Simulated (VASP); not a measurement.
Wanted: the native input for a VASP 6.6.1 run.

```yaml
Task: single point
Functional: PBEsol
Dispersion: D4
Potentials_or_basis: VASP PAW PBE potentials, release 64 (Sr_sv)
Cutoff: 520 eV
k_mesh: 4 × 4 × 4
Occupations: gaussian, width 0.1 eV
Spin: no spin polarisation
Dipole_correction: no
Further_INCAR_settings: ALGO = Normal; EDIFF = 1e-06; NBANDS = 17
```

The structure of Sr lies in POSCAR:

```
Sr
1.0
   -3.7063582770      3.7063582770      2.0208764669
    3.7063582770     -3.7063582770      2.0208764669
    3.7063582770      3.7063582770     -2.0208764669
Sr
2
Direct
    0.7500000000      0.2500000000      0.5000000000
    0.0000000000      0.0000000000      0.0000000000
```

The input as run:

INCAR

```
PREC = Accurate
ENCUT = 520
EDIFF = 1E-6
ISMEAR = 0
SIGMA = 0.1
LREAL = False
LASPH = True
NELM = 60
ALGO = Normal
ISIF = 2
LWAVE = False
LCHARG = False
GGA = PS
IVDW = 13
NBANDS = 17
```

KPOINTS

```
Automatic mesh
0
Gamma
  4 4 4
```

Potentials or basis: VASP PAW PBE potentials, release 64 (Sr_sv).

Launch:

```bash
$ cat potpaw_PBE.64/Sr_sv/POTCAR > POTCAR
$ mpirun -np 1 vasp_std > vasp.out
```

Results of the run:

```json
{
 "Pressure": "-0.3 GPa",
 "Band gap on the k mesh": "zero (band 10 reaches 1.44 eV, above the bottom of band 11 at 1.14 eV)",
 "Dispersion energy per atom": "-0.081 eV"
}
```

Caveat: the k points lie up to 0.44 Å⁻¹ apart; the PAW data sets were made with another functional, which shifts forces and pressure a little; pairwise dispersion overbinds metals, which lowers pressure and volume.

Wall time 15 s on 1 thread of Intel(R) Xeon(R) Platinum 8559C (Emerald Rapids) (shared host), peak memory 0.24 GiB.
